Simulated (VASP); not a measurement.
# Zn3CdTe4 (Pmm2) in VASP: notebook

The runs below take Zn3CdTe4 through single point, relaxation of shape and atoms at fixed volume, with PBE.

All numbers are computed with VASP 6.6.1; they aren't measurements. Logs are shortened: lines on timing, memory, paths and dates and some standing lists are left out, and cuts for length are marked.

**1. The cell of the first run**

The structure is orthorhombic, space group Pmm2 (No. 25). The conventional cell has a = 4.296 Å, b = 8.628 Å, c = 6.102 Å, α = 90.00°, β = 90.00°, γ = 90.00°. Within 3.4 Å of Zn (site symmetry m) lie 4 Te at 2.60 to 2.61 Å. Within 3.4 Å of Zn (site symmetry mm2) lie 4 Te at 2.59 to 2.60 Å. Within 3.6 Å of Cd (site symmetry mm2) lie 4 Te at 2.76 Å. Within 3.4 Å of Te (site symmetry m) lie 3 Zn at 2.59 to 2.60 Å and 1 Cd at 2.76 Å. Te (site symmetry mm2) has 4 Zn at 2.60 to 2.61 Å within 3.4 Å. Te (site symmetry mm2) has 2 Zn at 2.60 Å and 2 Cd at 2.76 Å within 3.4 Å.

**2. Single point, PBE (28.27 Å³/atom)**

Contents of INCAR:

```
ALGO     = Normal         # electronic algorithm
EDIFF    = 1E-7           # SCF threshold, eV
ENCUT    = 520            # plane-wave cutoff, eV
GGA      = PE             # functional
ISIF     = 2              # what is computed and relaxed
ISMEAR   = 0              # smearing method
LASPH    = True           # aspherical terms in the spheres
LCHARG   = True           # write CHGCAR
LELF     = True           # ELF
LREAL    = False          # projectors in reciprocal space
LVHAR    = True         
LWAVE    = False          # write WAVECAR
NBANDS   = 46             # bands
NELM     = 80             # most SCF steps
PREC     = Accurate       # precision mode
SIGMA    = 0.02           # smearing width, eV
```

Contents of KPOINTS:

```
k-points
0
Gamma
  6 4 4
```

Contents of POSCAR:

```
Zn3CdTe4
1.0
    4.2963365104      0.0000000000      0.0000000000
    0.0000000000      8.6276315829      0.0000000000
    0.0000000000      0.0000000000      6.1020182604
Zn Cd Te
3 1 4
Direct
    0.0000000000      0.7587817153      0.0005827073
    0.5000000000      0.0000000000      0.4991768609
    0.0000000000      0.2412182847      0.0005827073
    0.5000000000      0.5000000000      0.5027038052
    0.5000000000      0.7627895280      0.7597290408
    0.0000000000      0.0000000000      0.2580832360
    0.5000000000      0.2372104720      0.7597290408
    0.0000000000      0.5000000000      0.2194126015
```

Potentials or basis: VASP PAW PBE potentials, release 64 (Zn, Cd, Te).

On the command line:

```bash
> cat potpaw_PBE.64/Zn/POTCAR potpaw_PBE.64/Cd/POTCAR potpaw_PBE.64/Te/POTCAR > POTCAR
> mpirun -np 1 vasp_std > vasp.out
```

OUTCAR:

```text
EDIFF = 1E-7
   ENCUT = 520
   GGA = PE
   ISIF = 2
   ISMEAR = 0
   LASPH = True
   LREAL = False
   NELM = 80
   PREC = Accurate

 ion  position               nearest neighbor table
   1  0.000  0.759  0.001-   8 2.60   5 2.60   5 2.60   6 2.61
   2  0.500  0.000  0.499-   5 2.59   7 2.59   6 2.60   6 2.60
   3  0.000  0.241  0.001-   8 2.60   7 2.60   7 2.60   6 2.61
   4  0.500  0.500  0.503-   5 2.76   7 2.76   8 2.76   8 2.76
   5  0.500  0.763  0.760-   2 2.59   1 2.60   1 2.60   4 2.76
   6  0.000  0.000  0.258-   2 2.60   2 2.60   3 2.61   1 2.61
   7  0.500  0.237  0.760-   2 2.59   3 2.60   3 2.60   4 2.76
   8  0.000  0.500  0.219-   1 2.60   3 2.60   4 2.76   4 2.76

  LATTYP: Found a simple orthorhombic cell.
 ALAT       =     4.2963365104
 B/A-ratio  =     1.4202840596
 C/A-ratio  =     2.0081368305

  Lattice vectors:

 A1 = (  -4.2963365104,   0.0000000000,   0.0000000000)
 A2 = (   0.0000000000,   0.0000000000,   6.1020182604)
 A3 = (   0.0000000000,   8.6276315829,   0.0000000000)

Analysis of symmetry for initial positions (statically):
=====================================================================
 Subroutine PRICEL returns:
 Original cell was already a primitive cell.

 Routine SETGRP: Setting up the symmetry group for a
 simple orthorhombic supercell.

 Subroutine GETGRP returns: Found  4 space group operations
 (whereof  4 operations were pure point group operations)
 out of a pool of  8 trial point group operations.

The static configuration has the point symmetry C_2v.

Analysis of symmetry for dynamics (positions and initial velocities):
=====================================================================
 Subroutine PRICEL returns:
 Original cell was already a primitive cell.

 Routine SETGRP: Setting up the symmetry group for a
 simple orthorhombic supercell.

 Subroutine GETGRP returns: Found  4 space group operations
 (whereof  4 operations were pure point group operations)
 out of a pool of  8 trial point group operations.

The dynamic configuration has the point symmetry C_2v.

 Subroutine INISYM returns: Found  4 space group operations
 (whereof  4 operations are pure point group operations),
 and found     1 'primitive' translations

----------------------------------------------------------------------------------------

                                     Primitive cell

  volume of cell :     226.1848

  direct lattice vectors                    reciprocal lattice vectors
     4.296336510  0.000000000  0.000000000     0.232756442  0.000000000  0.000000000
     0.000000000  8.627631583  0.000000000     0.000000000  0.115906665  0.000000000
     0.000000000  0.000000000  6.102018260     0.000000000  0.000000000  0.163880204

  length of vectors
     4.296336510  8.627631583  6.102018260     0.232756442  0.115906665  0.163880204

  position of ions in fractional coordinates (direct lattice)
     0.000000000  0.758781715  0.000582707
     0.500000000  0.000000000  0.499176861
     0.000000000  0.241218285  0.000582707
     0.500000000  0.500000000  0.502703805
     0.500000000  0.762789528  0.759729041
     0.000000000  0.000000000  0.258083236
     0.500000000  0.237210472  0.759729041
     0.000000000  0.500000000  0.219412601

  ion indices of the primitive-cell ions
   primitive index   ion index
                 1           1
                 2           2
                 3           3
                 4           4
                 5           5
                 6           6
                 7           7
                 8           8

----------------------------------------------------------------------------------------

 KPOINTS: k-points

Automatic generation of k-mesh.
 Grid dimensions read from file:
 generate k-points for:    6    4    4

 Generating k-lattice:

  Cartesian coordinates                     Fractional coordinates (reciprocal lattice)
     0.038792740  0.000000000  0.000000000     0.166666667  0.000000000  0.000000000
     0.000000000  0.028976666  0.000000000     0.000000000  0.250000000  0.000000000
     0.000000000  0.000000000  0.040970051     0.000000000  0.000000000  0.250000000

  Length of vectors
     0.038792740  0.028976666  0.040970051

  Shift w.r.t. Gamma in fractional coordinates (k-lattice)
     0.000000000  0.000000000  0.000000000

 Subroutine IBZKPT returns following result:
 ===========================================

 Found     36 irreducible k-points:

 Following reciprocal coordinates:
            Coordinates               Weight
  0.000000  0.000000  0.000000      1.000000
  0.166667  0.000000  0.000000      2.000000
  0.333333  0.000000  0.000000      2.000000
  0.500000  0.000000  0.000000      1.000000
  0.000000  0.250000  0.000000      2.000000
  0.166667  0.250000  0.000000      4.000000
[... 16 lines left out ...]
  0.333333  0.500000  0.250000      4.000000
  0.500000  0.500000  0.250000      2.000000
 [... further k-points ...]
   k-points           NKPTS =     36   k-points in BZ     NKDIM =     36   number of bands    NBANDS=     46
   number of dos      NEDOS =    301   number of ions     NIONS =      8
   total plane-waves  NPLWV =  98304
   dimension x,y,z NGX =    32 NGY =   64 NGZ =   48
   dimension x,y,z NGXF=    64 NGYF=  128 NGZF=   96
   ions per type =               3   1   4
   NGX,Y,Z   is equivalent  to a cutoff of  12.38, 12.33, 13.08 a.u.
   NGXF,Y,Z  is equivalent  to a cutoff of  24.76, 24.66, 26.15 a.u.
 SYSTEM =  unknown system
   PREC   = accura    normal or accurate (medium, high low for compatibility)
   ISTART =      0    job   : 0-new  1-cont  2-samecut
   ICHARG =      2    charge: 1-file 2-atom 10-const
   ISPIN  =      1    spin polarized calculation?
   LNONCOLLINEAR =      F non collinear calculations
   LSORBIT =      F    spin-orbit coupling
   LASPH  =      T    aspherical Exc in radial PAW
   ENCUT  =  520.0 eV  38.22 Ry    6.18 a.u.   7.99 16.04 11.35*2*pi/ulx,y,z
   NELM   =     80;   NELMIN=  2; NELMDL= -5     # of ELM steps
   EDIFF  = 0.1E-06   stopping-criterion for ELM
   LREAL  =      F    real-space projection
   EDIFFG = 0.1E-05   stopping-criterion for IOM
   NSW    =      0    number of steps for IOM
   IBRION =     -1    ionic relax: 0-MD 1-quasi-New 2-CG
   NFREE  =      0    steps in history (QN), initial steepest desc. (CG)
   ISIF   =      2    stress and relaxation
   ISYM   =      2    0-nonsym 1-usesym 2-fastsym
   POTIM  = 0.5000    time-step for ionic-motion
   TEBEG  =    0.0;   TEEND  =   0.0 temperature during run
   PSTRESS=    0.0 pullay stress
   NELECT =      72.0000    total number of electrons
   NUPDOWN=      -1.0000    fix difference up-down
   EMIN   =  10.00;   EMAX   =-10.00  energy-range for DOS
   EFERMI =   0.00;   METHOD = LEGACY
   ISMEAR =     0;   SIGMA  =   0.02  broadening in eV -4-tet -1-fermi 0-gaus
   EFERMI_NEDOS =   21; number of points for ismear=-14 and -15
   IALGO  =     38    algorithm
   IMIX   =      4    mixing-type and parameters
     AMIX     =   0.40;   BMIX     =  1.00
     AMIX_MAG =   1.60;   BMIX_MAG =  1.00
  volume/ion in A,a.u.               =      28.27       190.80
  Fermi-wavevector in a.u.,A,eV,Ry     =   1.117801  2.112338 17.000198  1.249479
  Thomas-Fermi vector in A             =   2.254427
   LORBIT       =      0    0 simple, 1 ext, 2 COOP (PROOUT), +10 PAW based schemes
   GGA     = PE    functional components
   LHFCALC =     F    Hartree Fock is set to
   AEXX    =    0.0000 exact exchange contribution
   IVDW    =     0    specifies the selected vdW correction
   LEPSILON=     F    determine dielectric tensor
   LRPA    =     F    only Hartree local field effects (RPA)
 non-spin polarized calculation
 Gauss-broadening in eV      SIGMA  =   0.02
  energy-cutoff  :      520.00
  volume of cell :      226.18
 maximum number of plane-waves:      6132
 NGX is ok and might be reduce to    32
   NGX = 15   NGY = 33   NGZ = 23

 number of electron      72.0000039 magnetization

 Free energy of the ion-electron system (eV)
  ---------------------------------------------------
  ext. energy  EPLUGINS =         0.00000000
  ---------------------------------------------------
  free energy    TOTEN  =       -19.99156776 eV

  energy without entropy =      -19.99156776  energy(sigma->0) =      -19.99156776

 E-fermi :   3.6277     XC(G=0):  -9.0864

 val. band max:        3.5232956232   @ k =   0.0000   0.0000   0.0000
 cond. band min:       4.7811225338   @ k =   0.0000   0.0000   0.0000
 fundamental gap:      1.2578269105
 Fermi energy:         3.6276587931

 k-point     1 :       0.0000    0.0000    0.0000
  band No.  band energies     occupation
      1      -8.4875      2.00000
      2      -7.6862      2.00000
      3      -7.6146      2.00000
      4      -7.3462      2.00000
      5      -4.9433      2.00000
      6      -4.8423      2.00000
[... 38 lines left out ...]
     45       8.7418      0.00000
     46       9.1248      0.00000

 k-point     2 :       0.1667    0.0000    0.0000
  band No.  band energies     occupation
      1      -8.3620      2.00000
      2      -7.6085      2.00000
      3      -7.5520      2.00000
      4      -7.3505      2.00000
      5      -4.9337      2.00000
      6      -4.8269      2.00000
[... 38 lines left out ...]
     45       8.0540      0.00000
     46       8.5252      0.00000

 k-point     3 :       0.3333    0.0000    0.0000
  band No.  band energies     occupation
      1      -8.0362      2.00000
      2      -7.4461      2.00000
      3      -7.4414      2.00000
      4      -7.3973      2.00000
      5      -4.8915      2.00000
      6      -4.8214      2.00000
[... 38 lines left out ...]
     45       9.0232      0.00000
     46       9.2369      0.00000

 k-point     4 :       0.5000    0.0000    0.0000
  band No.  band energies     occupation
      1      -7.6769      2.00000
      2      -7.6511      2.00000
      3      -7.3510      2.00000
      4      -7.3501      2.00000
      5      -4.8574      2.00000
      6      -4.8291      2.00000
[... 920 lines left out ...]
     45       8.8374      0.00000
     46       8.8431      0.00000

 k-point    23 :       0.3333    0.5000    0.2500
  band No.  band energies     occupation
      1      -7.8126      2.00000
      2      -7.6870      2.00000
      3      -7.4444      2.00000
      4      -7.3920      2.00000
      5      -4.8766      2.00000
      6      -4.8264      2.00000
[... 38 lines left out ...]
     45       9.1374      0.00000
     46       9.1514      0.00000

 k-point    24 :       0.5000    0.5000    0.2500
  band No.  band energies     occupation
      1      -7.5658      2.00000
      2      -7.5194      2.00000
      3      -7.5157      2.00000
      4      -7.4286      2.00000
      5      -4.8433      2.00000
      6      -4.8224      2.00000
[... 38 lines left out ...]
     45       9.6925      0.00000
     46       9.7015      0.00000

 [... further k-points ...]

------------------------ aborting loop because EDIFF is reached ----------------------------------------

  FORCE on cell =-STRESS in cart. coord.  units (eV):
  Direction    XX          YY          ZZ          XY          YZ          ZX
  --------------------------------------------------------------------------------------
  -------------------------------------------------------------------------------------
  Total        6.9551308      6.9545665      6.9622167      0.0000000      0.0000000      0.0000000
  in kB       49.2665892     49.2625923     49.3167827      0.0000000      0.0000000      0.0000000
  external PRESSURE =      49.2819880 kB  Pullay stress =       0.0000000 kB

 VOLUME and BASIS-vectors are now :
 -----------------------------------------------------------------------------
  energy-cutoff  :      520.00
  volume of cell :      226.18
      direct lattice vectors                 reciprocal lattice vectors
     4.296336510  0.000000000  0.000000000     0.232756442  0.000000000  0.000000000
     0.000000000  8.627631583  0.000000000     0.000000000  0.115906665  0.000000000
     0.000000000  0.000000000  6.102018260     0.000000000  0.000000000  0.163880204

 POSITION                                       TOTAL-FORCE (eV/Angst)
 -----------------------------------------------------------------------------------
      0.00000      6.54649      0.00356         0.000000     -0.002285     -0.000538
      2.14817      0.00000      3.04599         0.000000      0.000000     -0.002437
      0.00000      2.08114      0.00356        -0.000000      0.002285     -0.000538
      2.14817      4.31382      3.06751         0.000000      0.000000      0.000528
      2.14817      6.58107      4.63588         0.000000      0.006142      0.005618
      0.00000      0.00000      1.57483         0.000000      0.000000      0.001020
      2.14817      2.04656      4.63588         0.000000     -0.006142      0.005618
      0.00000      4.31382      1.33886         0.000000      0.000000     -0.009270
 -----------------------------------------------------------------------------------
    total drift:                                0.000000      0.000000      0.002661

  FREE ENERGIE OF THE ION-ELECTRON SYSTEM (eV)
  ---------------------------------------------------
  free  energy   TOTEN  =       -19.9915677576 eV

  energy  without entropy=      -19.9915677576  energy(sigma->0) =      -19.99156776
```

It took 3.6 min on 1 thread of Intel Xeon Platinum 8488C (Sapphire Rapids), shared host; peak memory 0.52 GiB.

Results:

```yaml
Free_energy: -19.9916 eV
Pressure: 4.9 GPa
Largest_force: 0.009 eV/Å
Band_gap_on_the_k_mesh: 1.26 eV
```

Forces on the atoms (eV/Å):
```
Zn   0.000 -0.002 -0.001
Zn   0.000  0.000 -0.002
Zn   0.000  0.002 -0.001
Cd   0.000  0.000  0.001
Te   0.000  0.006  0.006
Te   0.000  0.000  0.001
Te   0.000 -0.006  0.006
Te   0.000  0.000 -0.009
```

Levels at points of the mesh, in eV from the valence-band top:
| k point | band 34 | band 35 | band 36 | band 37 | band 38 | band 39 |
| --- | --- | --- | --- | --- | --- | --- |
| (0.00, 0.00, 0.00) | -0.08 | -0.03 | 0.00 | 1.26 | 2.22 | 2.24 |
| (0.50, 0.00, 0.00) | -2.20 | -1.17 | -0.91 | 2.15 | 2.25 | 2.29 |
| (0.00, 0.50, 0.00) | -0.97 | -0.37 | -0.11 | 2.38 | 2.58 | 2.59 |
| (0.50, 0.50, 0.00) | -2.15 | -2.09 | -1.80 | 2.83 | 3.13 | 3.20 |
| (0.00, 0.00, 0.50) | -1.01 | -0.96 | -0.69 | 1.78 | 1.79 | 2.58 |
| (0.50, 0.00, 0.50) | -1.00 | -0.97 | -0.85 | 1.71 | 1.85 | 4.42 |
| (0.00, 0.50, 0.50) | -1.29 | -1.18 | -0.76 | 2.55 | 2.61 | 2.70 |
| (0.50, 0.50, 0.50) | -1.61 | -1.60 | -1.55 | 3.30 | 3.33 | 3.38 |

Caveat: the cell stands under pressure; spin-orbit coupling is left out, which moves the levels of the heavy elements.

**3. Single point, PBE (29.21 Å³/atom)**

This run uses another cell than the first one, of 29.21 Å³/atom.

Contents of INCAR:

```
SYSTEM = Zn3CdTe4
PREC = Accurate
ENCUT = 520
EDIFF = 1E-7
ISMEAR = 0
SIGMA = 0.02
LREAL = .False.
LASPH = .True.
NELM = 80
ALGO = Normal
ISIF = 2
LWAVE = .False.
LCHARG = .True.
GGA = PE
LELF = .True.
LVHAR = .True.
NBANDS = 46
```

Contents of KPOINTS:

```
Automatic mesh
0
Gamma
  6 4 4
  0 0 0
```

Contents of POSCAR:

```
Zn3CdTe4
1.0
    4.3446497392      0.0000000000      0.0000000000
    0.0000000000      8.7196900642      0.0000000000
    0.0000000000      0.0000000000      6.1672851315
Zn Cd Te
3 1 4
Direct
    0.0000000000      0.7585689177      0.0004764223
    0.5000000000      0.0000000000      0.4997171390
    0.0000000000      0.2414310823      0.0004764223
    0.5000000000      0.5000000000      0.5020815455
    0.5000000000      0.7625230687      0.7596577573
    0.0000000000      0.0000000000      0.2579032590
    0.5000000000      0.2374769313      0.7596577573
    0.0000000000      0.5000000000      0.2200296971
```

Potentials or basis: VASP PAW PBE potentials, release 64 (Zn, Cd, Te).

On the command line:

```bash
> cat potpaw_PBE.64/Zn/POTCAR potpaw_PBE.64/Cd/POTCAR potpaw_PBE.64/Te/POTCAR > POTCAR
> mpirun -np 1 vasp_std > vasp.out
```

Run time: 4.6 min. Hardware: 1 thread of Intel Xeon Platinum 8488C (Sapphire Rapids), shared host; peak memory 0.55 GiB.

It converged, with:

```yaml
Free_energy: -20.1755 eV
Pressure: 3.0 GPa
Largest_force: 0.010 eV/Å
Band_gap_on_the_k_mesh: 1.12 eV
```

Forces in eV/Å, atoms in the order of the input:
```
Zn   0.000 -0.003  0.000
Zn   0.000  0.000 -0.002
Zn   0.000  0.003  0.000
Cd   0.000  0.000  0.002
Te   0.000  0.005  0.005
Te   0.000  0.000  0.001
Te   0.000 -0.005  0.005
Te   0.000  0.000 -0.010
```

Levels at points of the mesh, in eV from the valence-band top:
```csv
k point,band 33,band 34,band 35,band 36,band 37,band 38,band 39,band 40
"(0.00, 0.00, 0.00)",-0.86,-0.07,-0.03,0.00,1.12,2.27,2.30,3.02
"(0.50, 0.00, 0.00)",-2.13,-2.09,-1.10,-0.85,2.19,2.34,2.38,2.45
"(0.00, 0.50, 0.00)",-1.08,-0.91,-0.34,-0.11,2.43,2.49,2.53,3.10
"(0.50, 0.50, 0.00)",-2.05,-2.03,-1.98,-1.70,2.86,3.12,3.19,3.32
"(0.00, 0.00, 0.50)",-1.03,-0.95,-0.91,-0.66,1.74,1.77,2.60,2.80
"(0.50, 0.00, 0.50)",-1.05,-0.94,-0.91,-0.80,1.68,1.81,4.33,4.50
"(0.00, 0.50, 0.50)",-1.22,-1.22,-1.12,-0.72,2.49,2.57,2.65,2.91
"(0.50, 0.50, 0.50)",-1.55,-1.52,-1.51,-1.46,3.25,3.27,3.32,3.33
```

Caveat: the cell stands under pressure; spin-orbit coupling is left out, which moves the levels of the heavy elements.

(Continued in part 2 of 2.)
